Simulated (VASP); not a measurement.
**W: electric field gradients with LDA**

W:

```
CELL_PARAMETERS angstrom
0.00000 2.03674 2.03674
2.03674 0.00000 2.03674
2.03674 2.03674 0.00000
ATOMIC_POSITIONS crystal
W 0.00000 0.00000 0.00000
```

This cell differs from its parent crystal: volume scaled by 1.01.

* Program: VASP 6.6.1
* Task: electric field gradients
* Functional: LDA
* Potentials or basis: VASP PAW LDA potentials, release 64 (W_sv)
* Cutoff: 520 eV
* k mesh: 14 × 14 × 14
* Occupations: fermi-dirac, width 0.05 eV
* Spin: no spin polarisation
* Dipole correction: no
* Further INCAR settings: ALGO = Normal; EDIFF = 1e-08; NBANDS = 13

```
Pressure               : -18.7 GPa
Band gap on the k mesh : zero (band 7 reaches 12.99 eV, above the bottom of band 8 at 9.40 eV)
```

Levels at points of the mesh, in eV from the Fermi level:
```tsv
k point	band 3	band 4	band 5	band 6	band 7	band 8	band 9	band 10	band 11	band 12
(0.00, 0.00, 0.00)	-37.17	-37.17	-8.72	-0.52	-0.52	-0.52	2.43	2.43	12.87	17.87
(0.50, 0.00, 0.00)	-37.31	-37.31	-5.39	-0.75	-0.75	0.73	4.83	4.83	9.88	12.49
(0.50, 0.50, 0.00)	-37.55	-37.55	-5.25	-4.31	3.06	4.77	5.54	5.54	11.59	11.59
```

Wall time 11 s on 1 thread of Intel(R) Xeon(R) Platinum 8259CL CPU @ 2.50GHz (Skylake/Cascade Lake), on a shared host, peak memory 0.14 GiB.

Caveat: without QUAD_EFG the Cq values of the log hold for a quadrupole moment of 1 mb, not for the nuclei; spin-orbit coupling is left out, which moves the levels of the heavy elements.
